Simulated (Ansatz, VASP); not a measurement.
# One calculation of TaN, two programs

```
Ta N
1.0
     2.91718    0.00000    0.00000
    -1.45859    2.52635    0.00000
     0.00000    0.00000    5.91219
Ta N
2 2
Direct
  0.00000 0.00000 0.00000
  0.00000 0.00000 0.50000
  0.33333 0.66667 0.25000
  0.66667 0.33333 0.75000
```

Alike in both runs: functional PBE; k mesh 9 × 9 × 4; occupations gaussian, width 0.1 eV; no spin polarisation.

Ansatz relaxed the structure, and its values are those at the end. VASP's run is a single point on that final structure, the one shown.

|  | VASP | Ansatz |
| --- | --- | --- |
| version | VASP 6.6.1 | Ansatz 0.2.0 |
| potentials or method | VASP PAW PBE potentials, release 64 (Ta_pv, N), cutoff 520 eV | scalar-relativistic, plane waves, PAW |
| valence electrons in the cell | 32 | 36 |

|  | VASP | Ansatz | Ansatz less VASP |
| --- | --- | --- | --- |
| gap on the k mesh at the Fermi level (eV) | none | none | - |
| pressure (GPa) | 0.8 | 0.0 | -0.80 |

A gap of «none» marks a metal or a gap that the smearing closes. VASP's potentials hold 32 valence electrons a cell and Ansatz's 36, so a difference there can come from the potentials and not from the codes.

Spin-orbit coupling is off throughout.
